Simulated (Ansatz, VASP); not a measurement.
## Al in VASP and in Ansatz

The input INCAR:

```
SYSTEM = Al
ALGO = Normal
EDIFF = 1E-6
ENCUT = 520
GGA = PE
ISIF = 2
ISMEAR = 0
LASPH = .True.
LCHARG = .False.
LREAL = .False.
LWAVE = .False.
NBANDS = 8
NELM = 60
PREC = Accurate
SIGMA = 0.15
```

KPOINTS

```
k-points
0
Gamma
  20 20 20
  0 0 0
```

Contents of POSCAR:

```
Al
1.0
    0.0000000000      2.1858984000      2.0239800000
    2.1858984000      0.0000000000      2.0239800000
    2.1858984000      2.1858984000      0.0000000000
Al
1
Direct
    0.0000000000      0.0000000000      0.0000000000
```

Input for Ansatz:

```yaml
crystal:
  lattice:
    - [0.0, 2.1858984, 2.02398]
    - [2.1858984, 0.0, 2.02398]
    - [2.1858984, 2.1858984, 0.0]
  atoms:
    - { symbol: Al, position: [0.0, 0.0, 0.0] }
basis:
  ecutwfc: 420
kpoints:
  mp_grid: { grid: [20, 20, 20] }
hamiltonian:
  xc: pbe
scf:
  occupations: { method: gaussian, width: 0.15 }
output:
  forces: true
  stress: true
  eigenvalues: true
```

Change from the starting cell: strain +0.080 along x and y, +0.000 along z, atoms carried along.

Alike in both runs: task single point; functional PBE; k mesh 20 × 20 × 20; occupations gaussian, width 0.15 eV; no spin polarisation.

|  | VASP | Ansatz |
| --- | --- | --- |
| version | VASP 6.6.1 | Ansatz 0.2.0 |
| potentials or method | VASP PAW PBE potentials, release 64 (Al), cutoff 520 eV | scalar-relativistic, plane waves, PAW |
| valence electrons in the cell | 3 | 3 |

Ansatz gave:

- gap on the k mesh at the Fermi level (eV): none
- pressure (GPa): -8.3
- traceless stress, the component that is largest in VASP (GPa): 0.82

Question: Estimate VASP's values.

Answer: gap on the k mesh at the Fermi level (eV): none; pressure (GPa): -8.3; traceless stress, the component that is largest in VASP (GPa): 0.81.

A gap of «none» marks a metal or a gap that the smearing closes.
